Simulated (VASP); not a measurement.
# WS2 (P6_3/mmc) in VASP: settings compared

Aim: see how the results for WS2 move with the level of theory and the settings. Levels: r2SCAN, LDA, BLYP. Tasks: single point, relaxation of cell and atoms.

All numbers are computed with VASP 6.6.1; they aren't measurements. Logs are shortened: lines on timing, memory, paths and dates and some standing lists are left out, and cuts for length are marked.

## 1. The cell of the first run

Symmetry: P6_3/mmc, No. 194, hexagonal system. The conventional cell has a = 3.182 Å, b = 3.182 Å, c = 13.061 Å, α = 90.00°, β = 90.00°, γ = 120.00°. W (site symmetry -6m2) has 6 S at 2.41 Å and 6 W at 3.18 Å within 3.2 Å. Within 3.2 Å of S (site symmetry 3m) lie 3 W at 2.41 Å and 7 S at 3.12 to 3.18 Å.

## 2. Single point, r2SCAN

The input, POSCAR:

```
WS2
1.0
    3.1819467042      0.0000000000      0.0000000000
   -1.5909733521      2.7556466794      0.0000000000
    0.0000000000      0.0000000000     13.0608471432
W S
2 4
Direct
    0.6666666667      0.3333333333      0.7500000000
    0.3333333333      0.6666666667      0.2500000000
    0.6666666667      0.3333333333      0.3694062136
    0.3333333333      0.6666666667      0.8694062136
    0.6666666667      0.3333333333      0.1305937864
    0.3333333333      0.6666666667      0.6305937864
```

The input, INCAR.step1:

```
PREC = Accurate
ENCUT = 520
ISMEAR = -1
SIGMA = 0.05
LREAL = F
LASPH = T
NELM = 60
NBANDS = 35
GGA = PE
ALGO = Normal
EDIFF = 1E-4
LWAVE = T
LCHARG = F
```

The input, INCAR.step2:

```
PREC = Accurate
ENCUT = 520
EDIFF = 1E-6
ISMEAR = -1
SIGMA = 0.05
LREAL = F
LASPH = T
NELM = 60
ALGO = Normal
ISIF = 2
LWAVE = F
LCHARG = T
METAGGA = R2SCAN
LMIXTAU = T
LELF = T
LVHAR = T
NBANDS = 35
ISTART = 1
```

The input, KPOINTS:

```
regular mesh
0
Gamma
  10 10 3
```

Potentials or basis: VASP PAW PBE potentials, release 64 (W_sv, S).

Started as:

```
cat potpaw_PBE.64/W_sv/POTCAR potpaw_PBE.64/S/POTCAR > POTCAR
cp INCAR.step1 INCAR
mpirun -np 1 vasp_std > vasp.out
cp INCAR.step2 INCAR
mpirun -np 1 vasp_std > vasp.out
```

OUTCAR:

```text
PREC = Accurate
   ENCUT = 520
   EDIFF = 1E-6
   ISMEAR = -1
   LREAL = F
   LASPH = T
   NELM = 60
   ISIF = 2
   METAGGA = R2SCAN
   ISTART = 1

 ion  position               nearest neighbor table
   1  0.667  0.333  0.750-   4 2.41   6 2.41   4 2.41   6 2.41   4 2.41   6 2.41
   2  0.333  0.667  0.250-   3 2.41   5 2.41   3 2.41   5 2.41   3 2.41   5 2.41
   3  0.667  0.333  0.369-   2 2.41   2 2.41   2 2.41
   4  0.333  0.667  0.869-   1 2.41   1 2.41   1 2.41
   5  0.667  0.333  0.131-   2 2.41   2 2.41   2 2.41
   6  0.333  0.667  0.631-   1 2.41   1 2.41   1 2.41

  LATTYP: Found a hexagonal cell.
 ALAT       =     3.1819467042
 C/A-ratio  =     4.1046718746

  Lattice vectors:

 A1 = (   3.1819467042,   0.0000000000,   0.0000000000)
 A2 = (  -1.5909733521,   2.7556466794,   0.0000000000)
 A3 = (   0.0000000000,   0.0000000000,  13.0608471432)

Analysis of symmetry for initial positions (statically):
=====================================================================
 Subroutine PRICEL returns:
 Original cell was already a primitive cell.

 Routine SETGRP: Setting up the symmetry group for a
 hexagonal supercell.

 Subroutine GETGRP returns: Found 24 space group operations
 (whereof 12 operations were pure point group operations)
 out of a pool of 24 trial point group operations.

The static configuration has the point symmetry D_3d.
 The point group associated with its full space group is D_6h.

Analysis of symmetry for dynamics (positions and initial velocities):
=====================================================================
 Subroutine PRICEL returns:
 Original cell was already a primitive cell.

 Routine SETGRP: Setting up the symmetry group for a
 hexagonal supercell.

 Subroutine GETGRP returns: Found 24 space group operations
 (whereof 12 operations were pure point group operations)
 out of a pool of 24 trial point group operations.

The dynamic configuration has the point symmetry D_3d.
 The point group associated with its full space group is D_6h.

 Subroutine INISYM returns: Found 24 space group operations
 (whereof 12 operations are pure point group operations),
 and found     1 'primitive' translations

----------------------------------------------------------------------------------------

                                     Primitive cell

  volume of cell :     114.5217

  direct lattice vectors                    reciprocal lattice vectors
     3.181946704  0.000000000  0.000000000     0.314273020  0.181445613  0.000000000
    -1.590973352  2.755646679  0.000000000     0.000000000  0.362891225  0.000000000
     0.000000000  0.000000000 13.060847143     0.000000000  0.000000000  0.076564712

  length of vectors
     3.181946704  3.181946704 13.060847143     0.362891225  0.362891225  0.076564712

  position of ions in fractional coordinates (direct lattice)
     0.666666667  0.333333333  0.750000000
     0.333333333  0.666666667  0.250000000
     0.666666667  0.333333333  0.369406214
     0.333333333  0.666666667  0.869406214
     0.666666667  0.333333333  0.130593786
     0.333333333  0.666666667  0.630593786

  ion indices of the primitive-cell ions
   primitive index   ion index
                 1           1
                 2           2
                 3           3
                 4           4
                 5           5
                 6           6

----------------------------------------------------------------------------------------

 KPOINTS: regular mesh

Automatic generation of k-mesh.
 Grid dimensions read from file:
 generate k-points for:   10   10    3

 Generating k-lattice:

  Cartesian coordinates                     Fractional coordinates (reciprocal lattice)
     0.031427302  0.018144561  0.000000000     0.100000000 -0.000000000  0.000000000
     0.000000000  0.036289123  0.000000000     0.000000000  0.100000000  0.000000000
     0.000000000  0.000000000  0.025521571     0.000000000  0.000000000  0.333333333

  Length of vectors
     0.036289123  0.036289123  0.025521571

[... 45 lines left out ...]

 number of electron      52.0000000 magnetization

 Free energy of the ion-electron system (eV)
  ---------------------------------------------------
  ext. energy  EPLUGINS =         0.00000000
  ---------------------------------------------------
  free energy    TOTEN  =      -140.16659234 eV

  energy without entropy =     -140.16659232  energy(sigma->0) =     -140.16659233

 E-fermi :   6.9724     XC(G=0): -11.1335

 val. band max:        6.3097642958   @ k =   0.0000   0.0000   0.0000
 cond. band min:       7.7710286012   @ k =   0.2000   0.2000   0.0000
 fundamental gap:      1.4612643054
 Fermi energy:         6.9724428547

 k-point     1 :       0.0000    0.0000    0.0000
  band No.  band energies     occupation
      1     -70.1788      2.00000
      2     -70.1788      2.00000
      3     -33.7662      2.00000
      4     -33.7662      2.00000
      5     -33.6127      2.00000
      6     -33.6127      2.00000
[... 27 lines left out ...]
     34       9.0576      0.00000
     35      11.5383      0.00000

 k-point     2 :       0.1000    0.0000    0.0000
  band No.  band energies     occupation
      1     -70.1770      2.00000
      2     -70.1769      2.00000
      3     -33.7598      2.00000
      4     -33.7598      2.00000
      5     -33.6476      2.00000
      6     -33.6476      2.00000
[... 27 lines left out ...]
     34       9.1851      0.00000
     35      12.2724      0.00000

 k-point     3 :       0.2000    0.0000    0.0000
  band No.  band energies     occupation
      1     -70.1722      2.00000
      2     -70.1722      2.00000
      3     -33.7430      2.00000
      4     -33.7430      2.00000
      5     -33.7380      2.00000
      6     -33.7380      2.00000
[... 27 lines left out ...]
     34       9.8588      0.00000
     35      13.4072      0.00000
[... 723 lines left out ...]
 k-point    23 :       0.3000    0.1000    0.3333
  band No.  band energies     occupation
      1     -70.1630      2.00000
      2     -70.1629      2.00000
      3     -33.8939      2.00000
      4     -33.8939      2.00000
      5     -33.7104      2.00000
      6     -33.7104      2.00000
[... 27 lines left out ...]
     34      10.8557      0.00000
     35      12.9069      0.00000

 k-point    24 :       0.4000    0.1000    0.3333
  band No.  band energies     occupation
      1     -70.1596      2.00000
      2     -70.1596      2.00000
      3     -33.9501      2.00000
      4     -33.9501      2.00000
      5     -33.7157      2.00000
      6     -33.7157      2.00000
[... 27 lines left out ...]
     34      10.7327      0.00000
     35      11.7355      0.00000

 [... further k-points ...]

------------------------ aborting loop because EDIFF is reached ----------------------------------------

  FORCE on cell =-STRESS in cart. coord.  units (eV):
  Direction    XX          YY          ZZ          XY          YZ          ZX
  --------------------------------------------------------------------------------------
  -------------------------------------------------------------------------------------
  Total        0.1167017      0.1167017      0.0667813      0.0000000      0.0000000      0.0000000
  in kB        1.6326752      1.6326752      0.9342811      0.0000000      0.0000000      0.0000000
  external PRESSURE =       1.3998772 kB  Pullay stress =       0.0000000 kB

 VOLUME and BASIS-vectors are now :
 -----------------------------------------------------------------------------
  energy-cutoff  :      520.00
  volume of cell :      114.52
      direct lattice vectors                 reciprocal lattice vectors
     3.181946704  0.000000000  0.000000000     0.314273020  0.181445613  0.000000000
    -1.590973352  2.755646679  0.000000000     0.000000000  0.362891225  0.000000000
     0.000000000  0.000000000 13.060847143     0.000000000  0.000000000  0.076564712

 POSITION                                       TOTAL-FORCE (eV/Angst)
 -----------------------------------------------------------------------------------
      1.59097      0.91855      9.79564         0.000000     -0.000000      0.000000
     -0.00000      1.83710      3.26521        -0.000000      0.000000      0.000000
      1.59097      0.91855      4.82476        -0.000000      0.000000      0.016955
     -0.00000      1.83710     11.35518         0.000000     -0.000000      0.016955
      1.59097      0.91855      1.70567        -0.000000      0.000000     -0.016955
     -0.00000      1.83710      8.23609         0.000000     -0.000000     -0.016955
 -----------------------------------------------------------------------------------
    total drift:                               -0.000000      0.000000     -0.000000

  FREE ENERGIE OF THE ION-ELECTRON SYSTEM (eV)
  ---------------------------------------------------
  free  energy   TOTEN  =      -140.1665923383 eV

  energy  without entropy=     -140.1665923159  energy(sigma->0) =     -140.16659233
```

Wall time 4.8 min (1 thread of Intel Xeon Platinum 8259CL at 2.50GHz (Skylake/Cascade Lake), shared host); peak memory 0.29 GiB.

What came out:

| Quantity | Value |
| --- | --- |
| Free energy | -140.1666 eV |
| Pressure | 0.1 GPa |
| Largest force | 0.017 eV/Å |
| Band gap on the k mesh | 1.46 eV (least direct gap 2.23 eV) |

Forces on the atoms (eV/Å):
```
W    0.000  0.000  0.000
W    0.000  0.000  0.000
S    0.000  0.000  0.017
S    0.000  0.000  0.017
S    0.000  0.000 -0.017
S    0.000  0.000 -0.017
```

Caveat: the PAW data sets were made with another functional, which shifts forces and pressure a little; spin-orbit coupling is left out, which moves the levels of the heavy elements. A k mesh can miss the band edges.

## 3. Relaxation of cell and atoms, LDA

This run uses another cell than the first one, of 18.24 Å³/atom.

The input, INCAR:

```
SYSTEM = WS2
ALGO = Normal
EDIFF = 1E-6
EDIFFG = -0.01
ENCUT = 600
IBRION = 2
ISIF = 3
ISMEAR = -1
LASPH = .True.
LCHARG = .False.
LREAL = .False.
LWAVE = .False.
NELM = 100
NSW = 60
PREC = Accurate
SIGMA = 0.05
```

The input, KPOINTS:

```
k-points
0
Gamma
  10 10 3
  0 0 0
```

The input, POSCAR:

```
WS2
1.0
    3.1800000000      0.0000000000      0.0000000000
   -1.5900000000      2.7539607840      0.0000000000
    0.0000000000      0.0000000000     12.5000000000
W S
2 4
Direct
    0.6666666667      0.3333333333      0.7500000000
    0.3333333333      0.6666666667      0.2500000000
    0.6666666667      0.3333333333      0.3750000000
    0.3333333333      0.6666666667      0.8750000000
    0.6666666667      0.3333333333      0.1250000000
    0.3333333333      0.6666666667      0.6250000000
```

Potentials or basis: VASP PAW LDA potentials, release 64 (W_sv, S).

Started as:

```
cat potpaw_LDA.64/W_sv/POTCAR potpaw_LDA.64/S/POTCAR > POTCAR
mpirun -np 1 vasp_std > vasp.out
```

Wall time 17 min (1 thread of Intel Xeon Platinum 8259CL at 2.50GHz (Skylake/Cascade Lake), shared host); peak memory 0.29 GiB.

Results (log left out):

```yaml
Free_energy: -52.5291 eV
Relaxed_volume: 17.19 Å³/atom
Relaxed_cell: a = 3.130 Å, b = 3.130 Å, c = 12.157 Å, α = 90.00°, β = 90.00°, γ = 120.00°
Space_group_after_relaxing_to_0.1_Å: P6_3/mmc (No. 194)
Energy_gained_by_relaxing: 12.6 meV/atom
Ionic_steps: 16
Pressure_after_relaxing: 0.0 GPa
Band_gap_on_the_k_mesh: 0.91 eV (least direct gap 2.21 eV)
```

The path:
| step | energy change (eV) | largest force (eV/Å) | pressure (GPa) | volume (Å³) |
| --- | --- | --- | --- | --- |
| 1 | 0.0000 | 0.3135 | -5.24 | 109.47 |
| 2 | 0.2000 | 1.6105 | 12.81 | 100.28 |
| 3 | -0.0568 | 0.2461 | -0.20 | 106.42 |
| 4 | -0.0569 | 0.2576 | -0.10 | 106.36 |
| 5 | -0.0666 | 0.0311 | -0.11 | 105.62 |
| 6 | -0.0667 | 0.0557 | -0.09 | 105.70 |
| 7 | -0.0678 | 0.0512 | -0.11 | 105.53 |
| 8 | -0.0708 | 0.0378 | -0.15 | 105.02 |
| 9 | -0.0746 | 0.0116 | -0.17 | 104.00 |
| 10 | -0.0717 | 0.0420 | -0.06 | 101.96 |
| 11 | -0.0754 | 0.0073 | -0.12 | 103.44 |
| 12 | -0.0755 | 0.0019 | -0.12 | 103.26 |
| 13 | -0.0740 | 0.0489 | 0.85 | 102.50 |
| 14 | -0.0755 | 0.0102 | 0.04 | 103.13 |
| 15 | -0.0752 | 0.0569 | -0.23 | 103.16 |
| 16 | -0.0755 | 0.0017 | -0.01 | 103.13 |

Final structure:
```cif
data_structure
_symmetry_space_group_name_H-M 'P 1'
_symmetry_Int_Tables_number 1
_cell_length_a 3.1298
_cell_length_b 3.1298
_cell_length_c 12.1571
_cell_angle_alpha 90.000
_cell_angle_beta 90.000
_cell_angle_gamma 120.000
_cell_volume 103.13
loop_
_atom_site_label
_atom_site_type_symbol
_atom_site_fract_x
_atom_site_fract_y
_atom_site_fract_z
_atom_site_occupancy
W1 W 0.66667 0.33333 0.75000 1
W2 W 0.33333 0.66667 0.25000 1
S1 S 0.66667 0.33333 0.37858 1
S2 S 0.33333 0.66667 0.87858 1
S3 S 0.66667 0.33333 0.12142 1
S4 S 0.33333 0.66667 0.62142 1
```

Levels at points of the mesh, in eV from the valence-band top:
| k point | band 24 | band 25 | band 26 | band 27 | band 28 | band 29 |
| --- | --- | --- | --- | --- | --- | --- |
| (0.00, 0.00, 0.00) | -1.44 | -1.39 | 0.00 | 2.31 | 2.31 | 2.32 |
| (0.50, 0.00, 0.00) | -1.78 | -1.74 | -1.58 | 2.32 | 2.37 | 2.54 |

Caveat: spin-orbit coupling is left out, which moves the levels of the heavy elements.

## 4. Relaxation of cell and atoms, BLYP

This run uses another cell than the first one, of 18.24 Å³/atom.

The input, INCAR:

```
AGGAC = 1.0 ; AGGAX = 1.0
ALDAC = 0.0 ; ALDAX = 1.0
ALGO = Normal ; EDIFF = 1E-6
EDIFFG = -0.01 ; ENCUT = 600
GGA = B5 ; IBRION = 2
ISIF = 3 ; ISMEAR = -1
LASPH = T ; LCHARG = F
LREAL = F ; LWAVE = F
NELM = 100 ; NSW = 60
PREC = Accurate ; SIGMA = 0.05
```

The input, KPOINTS:

```
k-points
0
Gamma
  10 10 3
```

POSCAR is that of step 3.

Potentials or basis: VASP PAW PBE potentials, release 64 (W_sv, S).

Started as:

```
cat potpaw_PBE.64/W_sv/POTCAR potpaw_PBE.64/S/POTCAR > POTCAR
mpirun -np 1 vasp_std > vasp.out
```

Wall time 30 min (1 thread of Intel Xeon 6975P-C (Granite Rapids), shared host); peak memory 0.33 GiB.

The run converged. Its results:

- Free energy: -41.9999 eV
- Relaxed volume: 23.73 Å³/atom
- Relaxed cell: a = 3.264 Å, b = 3.264 Å, c = 15.433 Å, α = 90.00°, β = 90.00°, γ = 120.00°
- Space group after relaxing (to 0.1 Å): P6_3/mmc (No. 194)
- Energy gained by relaxing: 60.4 meV/atom
- Ionic steps: 38
- Pressure after relaxing: 0.0 GPa
- Largest force after relaxing: 0.007 eV/Å
- Band gap on the k mesh: 1.48 eV (least direct gap 1.90 eV)

Forces in eV/Å, atoms in the order of the input:
```
W    0.000  0.000  0.000
W    0.000  0.000  0.000
S    0.000  0.000 -0.007
S    0.000  0.000 -0.007
S    0.000  0.000  0.007
S    0.000  0.000  0.007
```

Stress tensor (GPa, compression positive):
```
-0.04  0.00  0.00
 0.00 -0.04  0.00
 0.00  0.00  0.06
```

Step by step:
```tsv
step	energy change (eV)	largest force (eV/Å)	pressure (GPa)	volume (Å³)
1	0.0000	0.5676	9.89	109.47
2	0.4085	2.0233	-11.93	128.30
3	-0.1891	0.5298	0.14	115.79
4	-0.1893	0.4998	0.36	115.60
5	-0.2228	0.2288	0.22	117.22
6	-0.2247	0.1479	0.17	117.69
7	-0.2432	0.1199	0.21	118.60
8	-0.2853	0.0300	0.44	121.29
9	-0.3258	0.1871	1.41	126.62
10	-0.3353	0.1807	-0.77	129.49
11	-0.3362	0.0935	-0.25	128.80
12	-0.3377	0.1095	-0.28	129.18
13	-0.3410	0.1534	-0.35	130.30
14	-0.3433	0.2310	-0.41	132.53
15	-0.3440	0.2200	-0.35	132.67
16	-0.3461	0.1867	-0.14	133.06
17	-0.3491	0.1168	0.27	133.85
18	-0.3503	0.0320	1.11	135.43
19	-0.3507	0.0150	0.83	134.93
20	-0.3535	0.0090	0.70	135.78
21	-0.3591	0.0162	0.32	138.37
22	-0.3577	0.0873	-0.27	143.62
23	-0.3604	0.0539	0.09	140.64
24	-0.3611	0.0047	-0.14	141.22
25	-0.3612	0.0295	-0.30	141.62
26	-0.3620	0.0349	-0.17	141.80
27	-0.3619	0.0458	0.17	142.25
28	-0.3623	0.0390	-0.01	142.02
29	-0.3623	0.0384	-0.03	141.99
30	-0.3624	0.0054	0.12	141.98
31	-0.3624	0.0025	0.13	141.97
32	-0.3626	0.0007	0.07	142.18
33	-0.3626	0.0005	0.04	142.28
34	-0.3626	0.0032	-0.03	142.49
35	-0.3626	0.0014	-0.02	142.36
36	-0.3626	0.0011	0.00	142.32
37	-0.3626	0.0005	0.00	142.30
38	-0.3627	0.0067	0.00	142.38
```

Final structure:
```
CELL_PARAMETERS angstrom
3.26385 0.00000 0.00000
-1.63192 2.82658 0.00000
0.00000 0.00000 15.43342
ATOMIC_POSITIONS crystal
W 0.66667 0.33333 0.75000
W 0.33333 0.66667 0.25000
S 0.66667 0.33333 0.35189
S 0.33333 0.66667 0.85189
S 0.66667 0.33333 0.14811
S 0.33333 0.66667 0.64811
```

Levels at points of the mesh, in eV from the valence-band top:
| k point | band 22 | band 23 | band 24 | band 25 | band 26 | band 27 | band 28 | band 29 | band 30 | band 31 |
| --- | --- | --- | --- | --- | --- | --- | --- | --- | --- | --- |
| (0.00, 0.00, 0.00) | -1.96 | -1.96 | -1.96 | -0.29 | 0.00 | 2.43 | 2.43 | 2.43 | 2.43 | 2.54 |
| (0.50, 0.00, 0.00) | -2.23 | -1.63 | -1.63 | -1.02 | -1.01 | 2.21 | 2.21 | 2.65 | 2.67 | 3.56 |

Caveat: the volume moved by over 15 % at a fixed basis, so the end points are rough; the PAW data sets were made with another functional, which shifts forces and pressure a little; spin-orbit coupling is left out, which moves the levels of the heavy elements; this functional lacks dispersion, which binds layers or chains, so the pressure and a relaxed spacing across them are unreliable. Expect the measured gap to be larger: semilocal functionals such as BLYP lack the derivative discontinuity.

## 5. Summary

```tsv
task	level	potentials or basis	cell	cutoff (eV)	gap on the mesh (eV)	pressure (GPa)	relaxed volume (Å³/atom)	largest force (eV/Å)
single point	r2SCAN	VASP PAW PBE potentials, release 64 (W_sv, S)	a = 3.182, b = 3.182, c = 13.061 Å, angles 90.0, 90.0, 120.0°, 6 atoms, atomic positions A	520	1.46	0.1	-	0.02
relaxation of cell and atoms	LDA	VASP PAW LDA potentials, release 64 (W_sv, S)	relaxed from a = 3.180, b = 3.180, c = 12.500 Å, angles 90.0, 90.0, 120.0°, 6 atoms, atomic positions B	600	0.91	0.0	17.19	-
relaxation of cell and atoms	BLYP	VASP PAW PBE potentials, release 64 (W_sv, S)	relaxed from a = 3.180, b = 3.180, c = 12.500 Å, angles 90.0, 90.0, 120.0°, 6 atoms, atomic positions B	600	1.48	0.0	23.73	0.01
```

Alike in all rows: no spin polarisation; k mesh 10 × 10 × 3; smearing fermi-dirac 0.05 eV.

Caveats: spin-orbit coupling is left out, which moves the levels of the heavy elements; the PAW data sets were made with another functional, which shifts forces and pressure a little (at least some runs); the volume moved by over 15 % at a fixed basis, so the end points are rough (at least some runs); this functional lacks dispersion, which binds layers or chains, so the pressure and a relaxed spacing across them are unreliable (at least some runs).

Total energies depend on the potentials used, so only differences within one code and one set of settings carry meaning.
